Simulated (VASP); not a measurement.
# InSe in VASP: single point with LDA

Aim: the single point of InSe with LDA.

Everything below comes from runs of VASP 6.6.1. Logs are shortened: lines on timing, memory, paths and dates and some standing lists are left out, and cuts for length are marked.

### Step 1. The cell of the first run

The cell holds a sheet with vacuum, 8 atoms: a = 4.000 Å, b = 4.000 Å, c = 51.200 Å, α = 90.00°, β = 90.00°, γ = 120.00°.

### Step 2. Single point, LDA

Contents of INCAR:

```
SYSTEM = InSe
ALGO = Normal ; DIPOL = 0.5 0.5 0.310
EDIFF = 1E-6 ; ENCUT = 520
IDIPOL = 3 ; ISIF = 2
ISMEAR = 0 ; LASPH = .TRUE.
LCHARG = .FALSE. ; LDIPOL = .TRUE.
LREAL = .FALSE. ; LWAVE = .FALSE.
NBANDS = 48 ; NELM = 100
PREC = Accurate ; SIGMA = 0.01
```

Contents of KPOINTS:

```
k-points
0
G
  12 12 1
  0 0 0
```

Contents of POSCAR:

```
InSe
1.0
    4.0000000000      0.0000000000      0.0000000000
   -2.0000000000      3.4641016151      0.0000000000
    0.0000000000      0.0000000000     51.2000000031
Se In
4 4
Direct
    0.3333333333      0.6666666667      0.1794777739
    0.3333333333      0.6666666667      0.2818734098
    0.0000000000      0.0000000000      0.3372843439
    0.0000000000      0.0000000000      0.4396574892
    0.0000000000      0.0000000000      0.2038469559
    0.0000000000      0.0000000000      0.2574063604
    0.6666666667      0.3333333333      0.3617307316
    0.6666666667      0.3333333333      0.4152854351
```

Potentials or basis: VASP PAW LDA potentials, release 64 (Se, In_d).

Launch:

```
$ cat potpaw_LDA.64/Se/POTCAR potpaw_LDA.64/In_d/POTCAR > POTCAR
$ mpirun -np 1 vasp_std > vasp.out
```

OUTCAR:

```text
SYSTEM = InSe
   EDIFF = 1E-6
   ENCUT = 520
   ISIF = 2
   ISMEAR = 0
   LASPH = .TRUE.
   LREAL = .FALSE.
   NELM = 100
   PREC = Accurate

 ion  position               nearest neighbor table
   1  0.333  0.667  0.179-   5 2.62   5 2.62   5 2.62
   2  0.333  0.667  0.282-   6 2.63   6 2.63   6 2.63
   3  0.000  0.000  0.337-   7 2.63   7 2.63   7 2.63
   4  0.000  0.000  0.440-   8 2.62   8 2.62   8 2.62
   5  0.000  0.000  0.204-   1 2.62   1 2.62   1 2.62   6 2.74
   6  0.000  0.000  0.257-   2 2.63   2 2.63   2 2.63   5 2.74
   7  0.667  0.333  0.362-   3 2.63   3 2.63   3 2.63   8 2.74
   8  0.667  0.333  0.415-   4 2.62   4 2.62   4 2.62   7 2.74

  LATTYP: Found a hexagonal cell.
 ALAT       =     4.0000000000
 C/A-ratio  =    12.8000000008

  Lattice vectors:

 A1 = (   4.0000000000,   0.0000000000,   0.0000000000)
 A2 = (  -2.0000000000,   3.4641016151,   0.0000000000)
 A3 = (   0.0000000000,   0.0000000000,  51.2000000031)

Analysis of symmetry for initial positions (statically):
=====================================================================
 Subroutine PRICEL returns:
 Original cell was already a primitive cell.

 Routine SETGRP: Setting up the symmetry group for a
 hexagonal supercell.

 Subroutine GETGRP returns: Found  6 space group operations
 (whereof  6 operations were pure point group operations)
 out of a pool of 24 trial point group operations.

The static configuration has the point symmetry C_3v.

Analysis of symmetry for dynamics (positions and initial velocities):
=====================================================================
 Subroutine PRICEL returns:
 Original cell was already a primitive cell.

 Routine SETGRP: Setting up the symmetry group for a
 hexagonal supercell.

 Subroutine GETGRP returns: Found  6 space group operations
 (whereof  6 operations were pure point group operations)
 out of a pool of 24 trial point group operations.

The dynamic configuration has the point symmetry C_3v.

 Subroutine INISYM returns: Found  6 space group operations
 (whereof  6 operations are pure point group operations),
 and found     1 'primitive' translations

----------------------------------------------------------------------------------------

                                     Primitive cell

  volume of cell :     709.4480

  direct lattice vectors                    reciprocal lattice vectors
     4.000000000  0.000000000  0.000000000     0.250000000  0.144337567  0.000000000
    -2.000000000  3.464101615  0.000000000     0.000000000  0.288675135  0.000000000
     0.000000000  0.000000000 51.200000003     0.000000000  0.000000000  0.019531250

  length of vectors
     4.000000000  4.000000000 51.200000003     0.288675135  0.288675135  0.019531250

  position of ions in fractional coordinates (direct lattice)
     0.333333333  0.666666667  0.179477774
     0.333333333  0.666666667  0.281873410
     0.000000000  0.000000000  0.337284344
     0.000000000  0.000000000  0.439657489
     0.000000000  0.000000000  0.203846956
     0.000000000  0.000000000  0.257406360
     0.666666667  0.333333333  0.361730732
     0.666666667  0.333333333  0.415285435

  ion indices of the primitive-cell ions
   primitive index   ion index
                 1           1
                 2           2
                 3           3
                 4           4
                 5           5
                 6           6
                 7           7
                 8           8

----------------------------------------------------------------------------------------

 KPOINTS: k-points

Automatic generation of k-mesh.
 Grid dimensions read from file:
 generate k-points for:   12   12    1

 Generating k-lattice:

  Cartesian coordinates                     Fractional coordinates (reciprocal lattice)
     0.020833333  0.012028131  0.000000000     0.083333333 -0.000000000  0.000000000
     0.000000000  0.024056261  0.000000000     0.000000000  0.083333333  0.000000000
     0.000000000  0.000000000  0.019531250     0.000000000  0.000000000  1.000000000

  Length of vectors
     0.024056261  0.024056261  0.019531250

  Shift w.r.t. Gamma in fractional coordinates (k-lattice)
     0.000000000  0.000000000  0.000000000

 Subroutine IBZKPT returns following result:
 ===========================================

 Found     19 irreducible k-points:

 Following reciprocal coordinates:
            Coordinates               Weight
  0.000000  0.000000  0.000000      1.000000
  0.083333  0.000000  0.000000      6.000000
  0.166667  0.000000  0.000000      6.000000
  0.250000  0.000000  0.000000      6.000000
  0.333333 -0.000000  0.000000      6.000000
  0.416667 -0.000000  0.000000      6.000000
[... 11 lines left out ...]
  0.333333  0.250000  0.000000     12.000000
  0.333333  0.333333  0.000000      2.000000
   k-points           NKPTS =     19   k-points in BZ     NKDIM =     19   number of bands    NBANDS=     48
   number of dos      NEDOS =    301   number of ions     NIONS =      8
   total plane-waves  NPLWV = 345600
   dimension x,y,z NGX =    30 NGY =   30 NGZ =  384
   dimension x,y,z NGXF=    60 NGYF=   60 NGZF=  768
   ions per type =               4   4
   NGX,Y,Z   is equivalent  to a cutoff of  12.47, 12.47, 12.47 a.u.
   NGXF,Y,Z  is equivalent  to a cutoff of  24.94, 24.94, 24.94 a.u.
 SYSTEM =  InSe
   PREC   = accura    normal or accurate (medium, high low for compatibility)
   ISTART =      0    job   : 0-new  1-cont  2-samecut
   ICHARG =      2    charge: 1-file 2-atom 10-const
   ISPIN  =      1    spin polarized calculation?
   LNONCOLLINEAR =      F non collinear calculations
   LSORBIT =      F    spin-orbit coupling
   LASPH  =      T    aspherical Exc in radial PAW
   ENCUT  =  520.0 eV  38.22 Ry    6.18 a.u.   7.44  7.44 95.20*2*pi/ulx,y,z
   NELM   =    100;   NELMIN=  2; NELMDL= -5     # of ELM steps
   EDIFF  = 0.1E-05   stopping-criterion for ELM
   LREAL  =      F    real-space projection
   EDIFFG = 0.1E-04   stopping-criterion for IOM
   NSW    =      0    number of steps for IOM
   IBRION =     -1    ionic relax: 0-MD 1-quasi-New 2-CG
   NFREE  =      0    steps in history (QN), initial steepest desc. (CG)
   ISIF   =      2    stress and relaxation
   ISYM   =      2    0-nonsym 1-usesym 2-fastsym
   POTIM  = 0.5000    time-step for ionic-motion
   TEBEG  =    0.0;   TEEND  =   0.0 temperature during run
   PSTRESS=    0.0 pullay stress
   NELECT =      76.0000    total number of electrons
   NUPDOWN=      -1.0000    fix difference up-down
   EMIN   =  10.00;   EMAX   =-10.00  energy-range for DOS
   EFERMI =   0.00;   METHOD = LEGACY
   ISMEAR =     0;   SIGMA  =   0.01  broadening in eV -4-tet -1-fermi 0-gaus
   EFERMI_NEDOS =   21; number of points for ismear=-14 and -15
   IALGO  =     38    algorithm
   IMIX   =      4    mixing-type and parameters
     AMIX     =   0.40;   BMIX     =  1.00
     AMIX_MAG =   1.60;   BMIX_MAG =  1.00
  volume/ion in A,a.u.               =      88.68       598.45
  Fermi-wavevector in a.u.,A,eV,Ry     =   0.777510  1.469280  8.225013  0.604521
  Thomas-Fermi vector in A             =   1.880212
   LORBIT       =      0    0 simple, 1 ext, 2 COOP (PROOUT), +10 PAW based schemes
   GGA     = CA    functional components
   LHFCALC =     F    Hartree Fock is set to
   AEXX    =    0.0000 exact exchange contribution
   IVDW    =     0    specifies the selected vdW correction
   LEPSILON=     F    determine dielectric tensor
   LRPA    =     F    only Hartree local field effects (RPA)
 non-spin polarized calculation
 Gauss-broadening in eV      SIGMA  =   0.01
  energy-cutoff  :      520.00
  volume of cell :      709.45
 maximum number of plane-waves:     19217
 NGX is ok and might be reduce to    30
   NGX = 15   NGY = 15   NGZ =191

 number of electron      75.9999981 magnetization

 dipolmoment           0.000000      0.000000      0.000382 electrons x Angstroem

 Free energy of the ion-electron system (eV)
  ---------------------------------------------------
  ext. energy  EPLUGINS =         0.00000000
  ---------------------------------------------------
  free energy    TOTEN  =       -33.19752470 eV

  energy without entropy =      -33.19752470  energy(sigma->0) =      -33.19752470

 E-fermi :  -2.6093     XC(G=0):  -3.2329

 val. band max:       -2.6519519955   @ k =   0.0833   0.0000   0.0000
 cond. band min:      -1.7862352633   @ k =   0.0000   0.0000   0.0000
 fundamental gap:      0.8657167322
 Fermi energy:        -2.6093043235

 k-point     1 :       0.0000    0.0000    0.0000
  band No.  band energies     occupation
      1     -17.1622      2.00000
      2     -17.1534      2.00000
      3     -16.9402      2.00000
      4     -16.9402      2.00000
      5     -16.9309      2.00000
      6     -16.9309      2.00000
[... 40 lines left out ...]
     47       2.6225      0.00000
     48       2.6555      0.00000

 k-point     2 :       0.0833    0.0000    0.0000
  band No.  band energies     occupation
      1     -17.1621      2.00000
      2     -17.1534      2.00000
      3     -16.9712      2.00000
      4     -16.9611      2.00000
      5     -16.9392      2.00000
      6     -16.9299      2.00000
[... 40 lines left out ...]
     47       2.6138      0.00000
     48       2.6836      0.00000

 k-point     3 :       0.1667    0.0000    0.0000
  band No.  band energies     occupation
      1     -17.1669      2.00000
      2     -17.1582      2.00000
      3     -17.0371      2.00000
      4     -17.0240      2.00000
      5     -16.9674      2.00000
      6     -16.9529      2.00000
[... 805 lines left out ...]
     47       2.8513      0.00000
     48       2.9847      0.00000

 k-point    19 :       0.3333    0.3333    0.0000
  band No.  band energies     occupation
      1     -17.2921      2.00000
      2     -17.2837      2.00000
      3     -17.1880      2.00000
      4     -17.1797      2.00000
      5     -17.0910      2.00000
      6     -17.0820      2.00000
[... 40 lines left out ...]
     47       3.3394      0.00000
     48       3.3644      0.00000

------------------------ aborting loop because EDIFF is reached ----------------------------------------

 vacuum level on the upper side and lower side of the slab       (xc-potential included)        -0.122        -0.126

  FORCE on cell =-STRESS in cart. coord.  units (eV):
  Direction    XX          YY          ZZ          XY          YZ          ZX
  --------------------------------------------------------------------------------------
  -------------------------------------------------------------------------------------
  Total       -0.9716095     -0.9716095      0.1867367      0.0000000      0.0000000      0.0000000
  in kB       -2.1942280     -2.1942280      0.4217157      0.0000000      0.0000000      0.0000000
  external PRESSURE =      -1.3222468 kB  Pullay stress =       0.0000000 kB

 VOLUME and BASIS-vectors are now :
 -----------------------------------------------------------------------------
  energy-cutoff  :      520.00
  volume of cell :      709.45
      direct lattice vectors                 reciprocal lattice vectors
     4.000000000  0.000000000  0.000000000     0.250000000  0.144337567  0.000000000
    -2.000000000  3.464101615  0.000000000     0.000000000  0.288675135  0.000000000
     0.000000000  0.000000000 51.200000003     0.000000000  0.000000000  0.019531250

 POSITION                                       TOTAL-FORCE (eV/Angst)
 -----------------------------------------------------------------------------------
     -0.00000      2.30940      9.18926        -0.000000     -0.000000     -0.028104
     -0.00000      2.30940     14.43192        -0.000000      0.000000      0.025942
      0.00000      0.00000     17.26896         0.000000      0.000000     -0.025792
      0.00000      0.00000     22.51046        -0.000000      0.000000      0.027329
      0.00000      0.00000     10.43696        -0.000000     -0.000000      0.012149
      0.00000      0.00000     13.17921        -0.000000      0.000000     -0.012568
      2.00000      1.15470     18.52061         0.000000      0.000000      0.012888
      2.00000      1.15470     21.26261        -0.000000      0.000000     -0.011843
 -----------------------------------------------------------------------------------
    total drift:                               -0.000001     -0.000000      0.000118

  FREE ENERGIE OF THE ION-ELECTRON SYSTEM (eV)
  ---------------------------------------------------
  free  energy   TOTEN  =       -33.1975246994 eV

  energy  without entropy=      -33.1975246994  energy(sigma->0) =      -33.19752470

 vacuum level on the upper side and lower side of the slab         2.967         2.962
```

Run time: 40 min. Hardware: 1 thread of Intel Xeon 8259CL, shared host; peak memory 0.84 GiB.

Results:

- Free energy: -33.1975 eV
- Largest force: 0.028 eV/Å
- Band gap on the k mesh: 0.87 eV (least direct gap 0.95 eV)

Forces on the atoms (eV/Å):
```
Se   0.000  0.000 -0.028
Se   0.000  0.000  0.026
Se   0.000  0.000 -0.026
Se   0.000  0.000  0.027
In   0.000  0.000  0.012
In   0.000  0.000 -0.013
In   0.000  0.000  0.013
In   0.000  0.000 -0.012
```

Caveat: spin-orbit coupling is left out, which moves the levels of the heavy elements.
